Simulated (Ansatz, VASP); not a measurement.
CaF2: VASP beside Ansatz

File POSCAR:

```
CaF2
1.0
    0.0000000000      2.6352902674      2.6352902674
    2.6352902674      0.0000000000      2.6352902674
    2.6352902674      2.6352902674      0.0000000000
Ca F
1 2
Direct
    0.0000000000      0.0000000000      0.0000000000
    0.2500000000      0.2500000000      0.2500000000
    0.7500000000      0.7500000000      0.7500000000
```

Contents of INCAR.step1:

```
  PREC = Accurate
  ENCUT = 660
  ISMEAR = 0
  SIGMA = 0.02
  LREAL = False
  LASPH = True
  NELM = 120
  NBANDS = 19
  GGA = PE
  ALGO = Normal
  EDIFF = 1E-5
  LWAVE = True
  LCHARG = False
  GGA_COMPAT = False
```

Contents of INCAR.step2:

```
  PREC = Accurate
  ENCUT = 660
  EDIFF = 1E-6
  ISMEAR = 0
  SIGMA = 0.02
  LREAL = False
  LASPH = True
  NELM = 120
  ALGO = Normal
  ISIF = 2
  LWAVE = False
  LCHARG = True
  METAGGA = R2SCAN
  LMIXTAU = True
  LELF = True
  LVHAR = True
  NBANDS = 19
  ISTART = 1
  GGA_COMPAT = False
```

The input KPOINTS:

```
Automatic mesh
0
Gamma
  8 8 8
```

Input for Ansatz:

```yaml
crystal:
  lattice:
    - [0.0, 2.6352902674, 2.6352902674]
    - [2.6352902674, 0.0, 2.6352902674]
    - [2.6352902674, 2.6352902674, 0.0]
  atoms:
    - { symbol: Ca, position: [0.0, 0.0, 0.0] }
    - { symbol: F, position: [0.25, 0.25, 0.25] }
    - { symbol: F, position: [0.75, 0.75, 0.75] }
basis:
  ecutwfc: 500
kpoints:
  mp_grid: { grid: [8, 8, 8] }
hamiltonian:
  xc: r2scan
scf:
  occupations: { method: gaussian, width: 0.02 }
output:
  forces: true
  stress: true
  eigenvalues: true
  write_density: true
  write_potential: true
  elf: true
  volumetric_format: npy
```

Alike in both runs: task single point; functional r2SCAN; k mesh 8 × 8 × 8; occupations gaussian, width 0.02 eV; no spin polarisation.

```csv
,VASP,Ansatz
version,VASP 6.6.1,Ansatz 0.2.0
potentials or method,"VASP PAW PBE potentials, release 64 (Ca_sv, F), cutoff 660 eV","scalar-relativistic, plane waves, PAW"
valence electrons in the cell,24,24
```

```csv
,VASP,Ansatz,Ansatz less VASP
gap on the k mesh at the Fermi level (eV),8.61,8.62,+0.012
least direct gap on the mesh (eV),8.88,8.90,+0.012
pressure (GPa),11.2,10.5,-0.75
```

VASP's potentials were made for PBE, not for r2SCAN.
